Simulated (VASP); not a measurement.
Here is a VASP 6.6.1 calculation.

File INCAR:

```
SYSTEM = Mg5Se
  PREC = Accurate
  ENCUT = 600
  EDIFF = 1E-6
  ISMEAR = 0
  SIGMA = 0.1
  LREAL = .FALSE.
  LASPH = .TRUE.
  NELM = 80
  ALGO = Normal
  ISIF = 3
  LWAVE = .FALSE.
  LCHARG = .FALSE.
  GGA = PE
  IBRION = 2
  NSW = 90
  EDIFFG = -0.04
```

The input KPOINTS:

```
Automatic mesh
0
G
  4 4 2
  0 0 0
```

File POSCAR:

```
Mg5Se
1.0
    2.6903534400     -2.7388131200      0.0000000000
    2.6903534400      2.7388131200      0.0000000000
    0.0000000000      0.0000000000      9.1563140700
Mg Se
5 1
Direct
    0.2745992100      0.2745992100      0.1708093000
    0.7254007900      0.7254007900      0.1708093000
    0.2745992100      0.2745992100      0.8291907000
    0.7254007900      0.7254007900      0.8291907000
    0.5000000000      0.5000000000      0.5000000000
    0.0000000000      0.0000000000      0.0000000000
```

Potentials or basis: VASP PAW PBE potentials, release 64 (Mg, Se).

The run is started by

```sh
$ cat potpaw_PBE.64/Mg/POTCAR potpaw_PBE.64/Se/POTCAR > POTCAR
$ mpirun -np 1 vasp_std > vasp.out
```

Problem. Predict the relaxed cell.

Solution. a = 5.066 Å, b = 5.066 Å, c = 7.350 Å, α = 90.00°, β = 90.00°, γ = 64.07°.

Problem. Predict the band gap on the k mesh.

Solution. Zero (bands 8 and 9 overlap by 1.38 eV).

Problem. Predict the relaxed volume.

Solution. 28.28 Å³/atom.

The path:
```csv
step,energy change (eV),largest force (eV/Å),pressure (GPa),volume (Å³)
1,0.0000,4.0472,23.09,134.93
3,-4.4330,0.6831,0.45,191.73
5,-4.4396,0.6647,0.09,194.47
7,-4.6078,0.3720,-0.32,196.31
9,-4.6614,0.3841,-0.31,194.11
11,-5.0659,0.3397,0.38,173.57
13,-5.0742,0.3388,0.84,169.95
15,-5.0899,0.2946,1.25,166.48
17,-5.1539,0.2565,0.43,169.04
19,-5.2175,0.0648,-0.04,174.71
21,-5.2269,0.1106,-0.02,175.64
23,-5.2492,0.2517,1.35,168.68
25,-5.2556,0.2628,1.36,168.64
27,-5.2841,0.3084,1.47,168.38
29,-5.3349,0.5113,2.06,166.06
31,-5.4533,0.6484,0.60,173.42
33,-5.5093,0.6563,-0.04,176.63
35,-5.8096,0.4025,-1.33,185.84
37,-5.8588,0.3500,-1.62,190.03
39,-6.0375,0.4991,-0.51,180.05
41,-6.1101,0.3640,-0.36,176.39
43,-6.1567,0.0518,-0.39,172.35
45,-6.1633,0.0402,0.09,169.39
46,-6.1642,0.0343,0.04,169.69
```

Caveat: the k points lie up to 0.43 Å⁻¹ apart in the final cell, too coarse for converged energies and pressures of a metal; the volume moved by over 15 % at a fixed basis, so the end points are rough.
